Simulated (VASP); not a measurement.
C:

```xyz
4
Lattice="1.3955 -4.4268 0.0000 1.3955 4.4268 0.0000 0.0000 0.0000 3.6932" Properties=species:S:1:pos:R:3 pbc="T T T"
C     1.3955    3.5591    3.3608
C     1.3955   -0.8677    2.1790
C     1.3955   -3.5591    0.3324
C     1.3955    0.8677    1.5142
```

```yaml
Program: VASP 6.6.1
Task: relaxation of cell and atoms
Functional: r2SCAN
Potentials_or_basis: VASP PAW PBE potentials, release 64 (C)
Cutoff: 600 eV
k_mesh: 6 × 6 × 6
Occupations: gaussian, width 0.1 eV
Spin: no spin polarisation
```

At the start: pressure -46.8 GPa; volume 11.41 Å³/atom.

Question: How do energy, volume and symmetry change on relaxing?

Answer: Over 37 steps the energy falls by 3400.6 meV/atom and the volume is 9.05 Å³/atom (-20.7 %); space group Fmmm (No. 69, to 0.05 Å).

Step by step:
```
step  energy change (eV)  largest force (eV/Å)  pressure (GPa)  volume (Å³)
   1              0.0000                6.0159          -46.83        45.63
   2             -6.4291                2.4179           72.12        26.94
   3             -7.2494                1.9167            9.79        30.29
   4             -7.2593                1.6057           15.41        29.88
   5             -8.7146                2.2804           12.97        31.19
   6             -9.0324                6.9549          -28.44        33.46
   7             -9.5666                6.3285           -7.52        32.68
   8             -9.6113                6.7004          -12.03        32.91
   9             -9.9293                6.5225          -15.38        33.12
  10            -10.6089                6.1665          -25.08        33.67
  11            -10.4880                4.7782          -43.17        34.38
  12            -10.7728                5.6660          -33.91        34.04
  13            -11.4264                5.2379          -30.27        33.50
  14            -12.8519                2.4790          -16.68        31.89
  15            -11.4870                9.5566           39.75        28.74
  16            -13.1331                1.2329           -6.56        31.06
  17            -13.1422                1.4741           -4.06        30.88
  18            -13.2224                1.1825            0.69        30.69
  19            -13.3140                0.8039           13.30        30.23
  20            -13.3826                0.6232           10.32        30.65
  21            -13.4903                0.2541            1.99        31.92
  22            -13.4951                0.2394            0.00        32.25
  23            -13.5366                0.4040           -0.37        32.74
  24            -13.5400                0.6460           -0.43        32.93
  25            -13.5561                0.3673            2.16        33.18
  26            -13.5568                0.2468            1.70        33.14
  27            -13.5652                0.2089            1.98        33.35
  28            -13.5831                0.1182            2.85        33.97
  29            -13.5904                0.2530            4.63        35.19
  30            -13.5948                0.1739            3.46        35.48
  31            -13.5997                0.0844            0.69        36.21
  32            -13.6007                0.0759            0.49        36.21
  33            -13.6015                0.1327            0.10        36.20
  34            -13.6019                0.0552           -0.06        36.21
  35            -13.6019                0.0536           -0.14        36.21
  36            -13.6021                0.0472           -0.07        36.20
  37            -13.6023                0.0282            0.13        36.18
```

Final structure:
```xyz
4
Lattice="1.2283 -3.4601 0.0000 1.2283 3.4601 0.0000 0.0000 0.0000 4.2563" Properties=species:S:1:pos:R:3 pbc="T T T"
C     1.2283    3.4582    3.5466
C     1.2283   -0.0019    2.8378
C     1.2283   -3.4582    0.7096
C     1.2283    0.0019    1.4185
```

Caveat: the volume moved by over 15 % at a fixed basis, so the end points are rough; the PAW data sets were made with another functional, which shifts forces and pressure a little.
